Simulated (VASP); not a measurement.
The system is AlGa3As4.

```
Al Ga As
1.0
     4.00092    0.00323    0.00894
     0.00323    4.09596    0.00768
     0.02527    0.02170   11.61529
Al Ga As
1 3 4
Direct
  0.99088 0.91820 0.01464
  0.54059 0.54755 0.23927
  0.02636 0.99815 0.48251
  0.48712 0.50801 0.75187
  0.46240 0.00783 0.12820
  0.99659 0.50228 0.37217
  0.49342 0.99390 0.63735
  0.00264 0.52408 0.87399
```

| Property | Result |
| --- | --- |
| Program | VASP 6.6.1 |
| Task | relaxation of cell and atoms |
| Functional | PBE |
| Potentials or basis | VASP PAW PBE potentials, release 64 (Al, Ga_d, As) |
| Cutoff | 600 eV |
| k mesh | 4 × 4 × 1 |
| Occupations | gaussian, width 0.1 eV |
| Spin | no spin polarisation |

At the start: pressure 2.4 GPa; volume 23.79 Å³/atom.

Problem. How do energy, volume and symmetry change on relaxing?

Solution. Over 22 steps the energy falls by 175.0 meV/atom and the volume is 23.70 Å³/atom (-0.4 %); space group P1 (No. 1, to 0.1 Å) before, P-4m2 (No. 115, to 0.1 Å).

Step by step:
```tsv
step	energy change (eV)	largest force (eV/Å)	pressure (GPa)	volume (Å³)
1	0.0000	2.2354	2.40	190.35
2	-0.8436	1.4325	-2.00	200.30
3	-0.8856	1.3422	-2.77	203.10
4	-1.2564	0.7387	-1.11	193.34
5	-1.2827	0.6920	-0.14	190.06
6	-1.2832	0.6664	-0.31	190.53
7	-1.3430	0.3234	0.23	188.70
8	-1.3436	0.3283	0.33	188.49
9	-1.3619	0.2101	-0.03	189.52
10	-1.3632	0.2445	-0.15	189.88
11	-1.3744	0.1657	-0.05	189.63
12	-1.3820	0.1910	0.07	189.27
13	-1.3897	0.1112	-0.01	189.53
14	-1.3904	0.1078	-0.03	189.63
15	-1.3952	0.1186	-0.03	189.65
16	-1.3953	0.1269	-0.04	189.65
17	-1.3982	0.0494	0.05	189.44
18	-1.3987	0.0678	0.09	189.30
19	-1.3998	0.0502	-0.10	189.85
20	-1.3998	0.0515	-0.07	189.80
21	-1.4002	0.0283	0.00	189.53
22	-1.4002	0.0159	-0.02	189.59
```

Final structure:
```
CELL_PARAMETERS angstrom
4.08953 0.00052 -0.00209
-0.00030 4.08974 -0.00066
0.00334 -0.00195 11.33557
ATOMIC_POSITIONS crystal
Al 0.99906 0.99983 0.99995
Ga 0.50076 0.50028 0.24975
Ga 0.00089 0.00102 0.50002
Ga 0.49908 0.49910 0.75031
As 0.49947 0.00007 0.12363
As 0.00100 0.50086 0.37502
As 0.50062 0.99928 0.62516
As 0.99912 0.49956 0.87617
```

Caveat: the k points lie up to 0.55 Å⁻¹ apart in the final cell.
